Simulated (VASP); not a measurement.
# BeTe6: single point with PBE

Crystal: BeTe6.

```
CELL_PARAMETERS angstrom
3.76666 2.17468 4.51446
-3.76666 2.17468 4.51446
0.00000 -4.34936 4.51446
ATOMIC_POSITIONS crystal
Be 0.00000 0.00000 0.00000
Te 0.80873 0.39198 0.08346
Te 0.19127 0.60802 0.91654
Te 0.39198 0.08346 0.80873
Te 0.08346 0.80873 0.39198
Te 0.60802 0.91654 0.19127
Te 0.91654 0.19127 0.60802
```

- Program: VASP 6.6.1
- Task: single point
- Functional: PBE
- Potentials or basis: VASP PAW PBE potentials, release 64 (Be, Te)
- Cutoff: 520 eV
- k mesh: 3 × 3 × 3
- Occupations: gaussian, width 0.2 eV
- Spin: no spin polarisation
- Dipole correction: no
- Further INCAR settings: ALGO = Normal; EDIFF = 1e-07; NBANDS = 28

| Item | Value |
| --- | --- |
| Pressure | 0.3 GPa |
| Largest force | 0.028 eV/Å |
| Band gap on the k mesh | 0.20 eV, indirect (least direct gap 0.41 eV) |

Forces in eV/Å, atoms in the order of the input:
```
Be   0.000  0.000  0.000
Te   0.017  0.021 -0.007
Te  -0.017 -0.021  0.007
Te   0.010 -0.025 -0.007
Te  -0.027  0.004 -0.007
Te  -0.010  0.025  0.007
Te   0.027 -0.004  0.007
```

Stress tensor (GPa, compression positive):
```
 0.52  0.00  0.00
 0.00  0.52  0.00
 0.00  0.00 -0.08
```

Levels at points of the mesh, in eV from the valence-band top:
```
           k point  band 15  band 16  band 17  band 18  band 19  band 20  band 21  band 22  band 23  band 24
(0.00, 0.00, 0.00)    -1.29    -1.18    -0.93    -0.19    -0.19     1.73     1.73     2.10     2.53     2.53
```

Wall time 28 s on 1 thread of AMD EPYC 9R45 96-Core Processor (Zen 5), with other jobs on the host, peak memory 0.28 GiB.

Caveat: spin-orbit coupling is left out, which moves the levels of the heavy elements. A k mesh can miss the band edges.
